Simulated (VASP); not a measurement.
# GaP2 (P4_2/mnm) in VASP: further runs, part 2 of 2

VASP 6.6.1.

**4. Relaxation of cell and atoms, PBE**

This run uses another cell than the first one, of 18.44 Å³/atom.

INCAR reads:

```
SYSTEM = GaP2
PREC     = Accurate       ! precision mode
ENCUT    = 600            ! plane-wave cutoff, eV
EDIFF    = 1E-6           ! SCF threshold, eV
ISMEAR   = 0              ! smearing method
SIGMA    = 0.1            ! smearing width, eV
LREAL    = .False.        ! projectors in reciprocal space
LASPH    = .True.         ! aspherical terms in the spheres
NELM     = 80             ! most SCF steps
ALGO     = Normal         ! electronic algorithm
ISIF     = 3              ! what is computed and relaxed
LWAVE    = .False.        ! write WAVECAR
LCHARG   = .False.        ! write CHGCAR
GGA      = PE             ! functional
IBRION   = 2              ! ionic algorithm
NSW      = 90             ! ionic steps
EDIFFG   = -0.04          ! ionic threshold
```

KPOINTS reads:

```
regular mesh
0
Gamma
  4 4 6
  0 0 0
```

POSCAR reads:

```
GaP2
1.0
    5.5587736214      0.0000000000      0.0000000000
    0.0000000000      5.5587736214      0.0000000000
    0.0000000000      0.0000000000      3.5804116556
Ga P
2 4
Direct
    0.0000000000      0.0000000000      0.0000000000
    0.5000000000      0.5000000000      0.5000000000
    0.3060000000      0.3060000000      0.0000000000
    0.1940000000      0.8060000000      0.5000000000
    0.6940000000      0.6940000000      0.0000000000
    0.8060000000      0.1940000000      0.5000000000
```

Potentials or basis: VASP PAW PBE potentials, release 64 (Ga_d, P).

Launch:

```
> cat potpaw_PBE.64/Ga_d/POTCAR potpaw_PBE.64/P/POTCAR > POTCAR
> mpirun -np 1 vasp_std > vasp.out
```

OUTCAR:

```text
SYSTEM = GaP2
   PREC = Accurate
   ENCUT = 600
   EDIFF = 1E-6
   ISMEAR = 0
   LREAL = .False.
   LASPH = .True.
   NELM = 80
   ISIF = 3
   GGA = PE
   IBRION = 2
   NSW = 90
   EDIFFG = -0.04

 ion  position               nearest neighbor table
   1  0.000  0.000  0.000-   4 2.35   6 2.35   4 2.35   6 2.35   5 2.41   3 2.41
   2  0.500  0.500  0.500-   3 2.35   5 2.35   3 2.35   5 2.35   4 2.41   6 2.41
   3  0.306  0.306  0.000-   2 2.35   2 2.35   1 2.41
   4  0.194  0.806  0.500-   1 2.35   1 2.35   2 2.41
   5  0.694  0.694  0.000-   2 2.35   2 2.35   1 2.41
   6  0.806  0.194  0.500-   1 2.35   1 2.35   2 2.41

  LATTYP: Found a simple tetragonal cell.
 ALAT       =     5.5587736214
 C/A-ratio  =     0.6441010013

  Lattice vectors:

 A1 = (   5.5587736214,   0.0000000000,   0.0000000000)
 A2 = (   0.0000000000,   5.5587736214,   0.0000000000)
 A3 = (   0.0000000000,   0.0000000000,   3.5804116556)

Analysis of symmetry for initial positions (statically):
=====================================================================
 Subroutine PRICEL returns:
 Original cell was already a primitive cell.

 Routine SETGRP: Setting up the symmetry group for a
 simple tetragonal supercell.

 Subroutine GETGRP returns: Found 16 space group operations
 (whereof  8 operations were pure point group operations)
 out of a pool of 16 trial point group operations.

The static configuration has the point symmetry D_2h.
 The point group associated with its full space group is D_4h.

Analysis of symmetry for dynamics (positions and initial velocities):
=====================================================================
 Subroutine PRICEL returns:
 Original cell was already a primitive cell.

 Routine SETGRP: Setting up the symmetry group for a
 simple tetragonal supercell.

 Subroutine GETGRP returns: Found 16 space group operations
 (whereof  8 operations were pure point group operations)
 out of a pool of 16 trial point group operations.

The dynamic configuration has the point symmetry D_2h.
 The point group associated with its full space group is D_4h.

 Subroutine INISYM returns: Found 16 space group operations
 (whereof  8 operations are pure point group operations),
 and found     1 'primitive' translations

----------------------------------------------------------------------------------------

                                     Primitive cell

  volume of cell :     110.6346

  direct lattice vectors                    reciprocal lattice vectors
     5.558773621  0.000000000  0.000000000     0.179895795  0.000000000  0.000000000
     0.000000000  5.558773621  0.000000000     0.000000000  0.179895795  0.000000000
     0.000000000  0.000000000  3.580411656     0.000000000  0.000000000  0.279297493

  length of vectors
     5.558773621  5.558773621  3.580411656     0.179895795  0.179895795  0.279297493

  position of ions in fractional coordinates (direct lattice)
     0.000000000  0.000000000  0.000000000
     0.500000000  0.500000000  0.500000000
     0.306000000  0.306000000  0.000000000
     0.194000000  0.806000000  0.500000000
     0.694000000  0.694000000  0.000000000
     0.806000000  0.194000000  0.500000000

  ion indices of the primitive-cell ions
   primitive index   ion index
                 1           1
                 2           2
                 3           3
                 4           4
                 5           5
                 6           6

----------------------------------------------------------------------------------------

 KPOINTS: regular mesh

Automatic generation of k-mesh.
 Grid dimensions read from file:
 generate k-points for:    4    4    6

 Generating k-lattice:

  Cartesian coordinates                     Fractional coordinates (reciprocal lattice)
     0.044973949  0.000000000  0.000000000     0.250000000  0.000000000  0.000000000
     0.000000000  0.044973949  0.000000000     0.000000000  0.250000000  0.000000000
     0.000000000  0.000000000  0.046549582     0.000000000  0.000000000  0.166666667

  Length of vectors
     0.044973949  0.044973949  0.046549582

  Shift w.r.t. Gamma in fractional coordinates (k-lattice)
     0.000000000  0.000000000  0.000000000

 Subroutine IBZKPT returns following result:
 ===========================================

 Found     24 irreducible k-points:

 Following reciprocal coordinates:
            Coordinates               Weight
  0.000000  0.000000  0.000000      1.000000
  0.250000  0.000000  0.000000      4.000000
  0.500000  0.000000  0.000000      2.000000
  0.250000  0.250000  0.000000      4.000000
  0.500000  0.250000  0.000000      4.000000
  0.500000  0.500000  0.000000      1.000000
[... 16 lines left out ...]
  0.500000  0.250000  0.500000      4.000000
  0.500000  0.500000  0.500000      1.000000
   k-points           NKPTS =     24   k-points in BZ     NKDIM =     24   number of bands    NBANDS=     27
   number of dos      NEDOS =    301   number of ions     NIONS =      6
   total plane-waves  NPLWV =  69120
   dimension x,y,z NGX =    48 NGY =   48 NGZ =   30
   dimension x,y,z NGXF=    96 NGYF=   96 NGZF=   60
   ions per type =               2   4
   NGX,Y,Z   is equivalent  to a cutoff of  14.36, 14.36, 13.93 a.u.
   NGXF,Y,Z  is equivalent  to a cutoff of  28.71, 28.71, 27.86 a.u.
 SYSTEM =  GaP2
   PREC   = accura    normal or accurate (medium, high low for compatibility)
   ISTART =      0    job   : 0-new  1-cont  2-samecut
   ICHARG =      2    charge: 1-file 2-atom 10-const
   ISPIN  =      1    spin polarized calculation?
   LNONCOLLINEAR =      F non collinear calculations
   LSORBIT =      F    spin-orbit coupling
   LASPH  =      T    aspherical Exc in radial PAW
   ENCUT  =  600.0 eV  44.10 Ry    6.64 a.u.  11.10 11.10  7.15*2*pi/ulx,y,z
   NELM   =     80;   NELMIN=  2; NELMDL= -5     # of ELM steps
   EDIFF  = 0.1E-05   stopping-criterion for ELM
   LREAL  =      F    real-space projection
   EDIFFG = -.4E-01   stopping-criterion for IOM
   NSW    =     90    number of steps for IOM
   IBRION =      2    ionic relax: 0-MD 1-quasi-New 2-CG
   NFREE  =      1    steps in history (QN), initial steepest desc. (CG)
   ISIF   =      3    stress and relaxation
   ISYM   =      2    0-nonsym 1-usesym 2-fastsym
   POTIM  = 0.5000    time-step for ionic-motion
   TEBEG  =    0.0;   TEEND  =   0.0 temperature during run
   PSTRESS=    0.0 pullay stress
   NELECT =      46.0000    total number of electrons
   NUPDOWN=      -1.0000    fix difference up-down
   EMIN   =  10.00;   EMAX   =-10.00  energy-range for DOS
   EFERMI =   0.00;   METHOD = LEGACY
   ISMEAR =     0;   SIGMA  =   0.10  broadening in eV -4-tet -1-fermi 0-gaus
   EFERMI_NEDOS =   21; number of points for ismear=-14 and -15
   IALGO  =     38    algorithm
   IMIX   =      4    mixing-type and parameters
     AMIX     =   0.40;   BMIX     =  1.00
     AMIX_MAG =   1.60;   BMIX_MAG =  1.00
  volume/ion in A,a.u.               =      18.44       124.43
  Fermi-wavevector in a.u.,A,eV,Ry     =   1.221885  2.309029 20.313550  1.493004
  Thomas-Fermi vector in A             =   2.357052
   LORBIT       =      0    0 simple, 1 ext, 2 COOP (PROOUT), +10 PAW based schemes
   GGA     = PE    functional components
   LHFCALC =     F    Hartree Fock is set to
   AEXX    =    0.0000 exact exchange contribution
   IVDW    =     0    specifies the selected vdW correction
   LEPSILON=     F    determine dielectric tensor
   LRPA    =     F    only Hartree local field effects (RPA)
 conjugate gradient relaxation of ions
 non-spin polarized calculation
 Gauss-broadening in eV      SIGMA  =   0.10
  energy-cutoff  :      600.00
  volume of cell :      110.63
 maximum number of plane-waves:      3726
 NGX is ok and might be reduce to    48
   NGX = 23   NGY = 23   NGZ = 15

--------------------------------------- Ionic step        1  -------------------------------------------

 number of electron      45.9999989 magnetization

 Free energy of the ion-electron system (eV)
  ---------------------------------------------------
  ext. energy  EPLUGINS =         0.00000000
  ---------------------------------------------------
  free energy    TOTEN  =       -23.21685714 eV

  energy without entropy =      -23.19777653  energy(sigma->0) =      -23.20731683

 E-fermi :   5.7994     XC(G=0): -10.3649

 val. band max:        5.7831775715   @ k =   0.5000   0.2500   0.3333
 cond. band min:       5.8012987268   @ k =   0.0000   0.0000   0.3333
 fundamental gap:      0.0181211552
 Fermi energy:         5.7994215136

 k-point     1 :       0.0000    0.0000    0.0000
  band No.  band energies     occupation
      1      -9.3447      2.00000
      2      -9.2285      2.00000
      3      -9.1481      2.00000
      4      -9.1481      2.00000
      5      -9.0596      2.00000
      6      -9.0383      2.00000
[... 946 lines left out ...]
  energy  without entropy=      -23.4576538450  energy(sigma->0) =      -23.47283311

--------------------------------------- Ionic step        7  -------------------------------------------

 number of electron      46.0000010 magnetization

 Free energy of the ion-electron system (eV)
  ---------------------------------------------------
  ext. energy  EPLUGINS =         0.00000000
  ---------------------------------------------------
  free energy    TOTEN  =       -23.48902415 eV

  energy without entropy =      -23.45758791  energy(sigma->0) =      -23.47330603

 E-fermi :   4.7744     XC(G=0):  -9.9040

 val. band max:        4.7664443206   @ k =   0.5000   0.0000   0.3333
 cond. band min:       4.7846293643   @ k =   0.5000   0.2500   0.3333
 fundamental gap:      0.0181850437
 Fermi energy:         4.7744218929

 k-point     1 :       0.0000    0.0000    0.0000
  band No.  band energies     occupation
      1     -10.1853      2.00000
      2     -10.0974      2.00000
      3     -10.0428      2.00000
      4     -10.0428      2.00000
      5      -9.9668      2.00000
      6      -9.9516      2.00000
[... 742 lines left out ...]
  FREE ENERGIE OF THE ION-ELECTRON SYSTEM (eV)
  ---------------------------------------------------
  free  energy   TOTEN  =       -23.4890241533 eV

  energy  without entropy=      -23.4575879102  energy(sigma->0) =      -23.47330603

 reached required accuracy - stopping structural energy minimisation
```

Run time: 10 min. Hardware: 1 thread of Intel Xeon 8259CL, shared host; peak memory 0.3 GiB.

Results:

```yaml
Free_energy: -23.4890 eV
Relaxed_volume: 20.41 Å³/atom
Relaxed_cell: a = 5.720 Å, b = 5.720 Å, c = 3.742 Å, α = 90.00°, β = 90.00°, γ = 90.00°
Space_group_after_relaxing_to_0.1_Å: P4_2/mnm (No. 136)
Energy_gained_by_relaxing: 45.4 meV/atom
Ionic_steps: 7
Pressure_after_relaxing: -0.1 GPa
Largest_force_after_relaxing: 0.008 eV/Å
Band_gap_on_the_k_mesh: zero (bands 23 and 24 overlap by 1.89 eV)
```

Forces on the atoms (eV/Å):
```
Ga   0.000  0.000  0.000
Ga   0.000  0.000  0.000
P    0.006  0.006  0.000
P   -0.006  0.006  0.000
P   -0.006 -0.006  0.000
P    0.006 -0.006  0.000
```

Stress tensor (GPa, compression positive):
```
-0.26  0.00  0.00
 0.00 -0.26  0.00
 0.00  0.00  0.20
```

The path:
| step | energy change (eV) | largest force (eV/Å) | pressure (GPa) | volume (Å³) |
| --- | --- | --- | --- | --- |
| 1 | 0.0000 | 0.0824 | 8.11 | 110.63 |
| 2 | -0.2240 | 0.2260 | -2.34 | 126.25 |
| 3 | -0.2603 | 0.1617 | 0.06 | 121.51 |
| 4 | -0.2603 | 0.1653 | -0.06 | 121.73 |
| 5 | -0.2646 | 0.1286 | -0.08 | 121.88 |
| 6 | -0.2712 | 0.0429 | -0.13 | 122.25 |
| 7 | -0.2722 | 0.0082 | -0.11 | 122.44 |

Final structure:
```yaml
crystal:
  lattice:
    - [5.72047, 0.00000, 0.00000]
    - [0.00000, 5.72047, 0.00000]
    - [0.00000, 0.00000, 3.74154]
  atoms:
    - { symbol: Ga, position: [0.00000, 0.00000, 0.00000] }
    - { symbol: Ga, position: [0.50000, 0.50000, 0.50000] }
    - { symbol: P, position: [0.31013, 0.31013, 0.00000] }
    - { symbol: P, position: [0.18987, 0.81013, 0.50000] }
    - { symbol: P, position: [0.68987, 0.68987, 0.00000] }
    - { symbol: P, position: [0.81013, 0.18987, 0.50000] }
```

Levels at points of the mesh, in eV from the Fermi level:
```
           k point  band 20  band 21  band 22  band 23  band 24  band 25
(0.00, 0.00, 0.00)    -1.67    -0.78     0.31     0.31     1.23     1.35
(0.50, 0.00, 0.00)    -1.73    -1.18    -1.18     0.58     0.58     1.08
(0.50, 0.50, 0.00)    -2.00    -0.54    -0.54    -0.22    -0.22     0.09
(0.00, 0.00, 0.50)    -2.37    -1.45    -1.45    -1.30    -1.30    -0.78
(0.50, 0.00, 0.50)    -3.53    -1.76    -1.76     0.04     0.04     1.14
(0.50, 0.50, 0.50)    -1.47    -1.17    -1.17     0.07     0.07     0.33
```

**5. Single point, PBE**

This run uses another cell than the first one, of 23.26 Å³/atom.

INCAR reads:

```
SYSTEM = GaP2
PREC = Accurate
ENCUT = 520
EDIFF = 1E-6
ISMEAR = 0
SIGMA = 0.1
LREAL = .FALSE.
LASPH = .TRUE.
NELM = 80
ALGO = Normal
ISIF = 2
LWAVE = .FALSE.
LCHARG = .FALSE.
GGA = PE
NBANDS = 32
```

KPOINTS reads:

```
Automatic mesh
0
G
  8 8 10
  0 0 0
```

POSCAR reads:

```
GaP2
1.0
    5.5344296532      0.0000000000      0.0000000000
    0.0000000000      5.5344296532      0.0000000000
    0.0000000000      0.0000000000      4.5558576738
Ga P
2 4
Direct
    0.0000000000      0.0000000000      0.0000000000
    0.5000000000      0.5000000000      0.5000000000
    0.3644788848      0.3644788848      0.0000000000
    0.1355211152      0.8644788848      0.5000000000
    0.6355211152      0.6355211152      0.0000000000
    0.8644788848      0.1355211152      0.5000000000
```

Launch:

```
> cat potpaw_PBE.64/Ga_d/POTCAR potpaw_PBE.64/P/POTCAR > POTCAR
> mpirun -np 1 vasp_std > vasp.out
```

Wall time 12 min (1 thread of Intel Xeon 8259CL, shared host); peak memory 0.45 GiB.

Results (log left out):

```yaml
Free_energy: -23.9777 eV
Pressure: -0.1 GPa
Largest_force: 0.053 eV/Å
Band_gap_on_the_k_mesh: zero (bands 23 and 24 overlap by 2.09 eV)
```

Forces in eV/Å, atoms in the order of the input:
```
Ga   0.000  0.000  0.000
Ga   0.000  0.000  0.000
P    0.037  0.037  0.000
P   -0.037  0.037  0.000
P   -0.037 -0.037  0.000
P    0.037 -0.037  0.000
```

Stress tensor (GPa, compression positive):
```
-0.09  0.00  0.00
 0.00 -0.09  0.00
 0.00  0.00 -0.01
```

Levels at points of the mesh, in eV from the Fermi level:
| k point | band 21 | band 22 | band 23 | band 24 | band 25 | band 26 |
| --- | --- | --- | --- | --- | --- | --- |
| (0.00, 0.00, 0.00) | -1.58 | -1.34 | -0.86 | 0.35 | 0.35 | 1.68 |
| (0.50, 0.00, 0.00) | -1.34 | -1.34 | 0.39 | 0.39 | 0.45 | 0.45 |
| (0.50, 0.50, 0.00) | -1.08 | -1.08 | 0.05 | 0.05 | 1.14 | 1.14 |
| (0.00, 0.00, 0.50) | -1.10 | -1.10 | -0.29 | -0.29 | 0.81 | 0.81 |
| (0.50, 0.00, 0.50) | -2.13 | -2.13 | 0.84 | 0.84 | 2.84 | 2.84 |
| (0.50, 0.50, 0.50) | -0.31 | -0.31 | 1.12 | 1.12 | 1.29 | 1.29 |

**6. Overview**

| task | cell | k mesh | cutoff (eV) | gap on the mesh (eV) | pressure (GPa) | largest force (eV/Å) |
| --- | --- | --- | --- | --- | --- | --- |
| single point | a = 5.687, b = 5.687, c = 3.772 Å, 6 atoms, atomic positions A | 4 × 4 × 6 | 520 | none | 0.1 | 0.01 |
| single point | a = 5.485, b = 5.485, c = 4.579 Å, 6 atoms, atomic positions B | 8 × 8 × 8 | 520 | none | -0.1 | 0.05 |
| relaxation of cell and atoms | relaxed from a = 5.559, b = 5.559, c = 3.580 Å, 6 atoms, atomic positions C | 4 × 4 × 6 | 600 | none | -0.1 | 0.01 |
| single point | a = 5.534, b = 5.534, c = 4.556 Å, 6 atoms, atomic positions D | 8 × 8 × 10 | 520 | none | -0.1 | 0.05 |

Alike in all rows: level PBE; potentials or basis VASP PAW PBE potentials, release 64 (Ga_d, P); no spin polarisation; smearing gaussian 0.1 eV.

Absolute energies hang on the potentials; compare differences alone.

The gap in the log of VASP goes by the Fermi energy; the results here count the filled bands.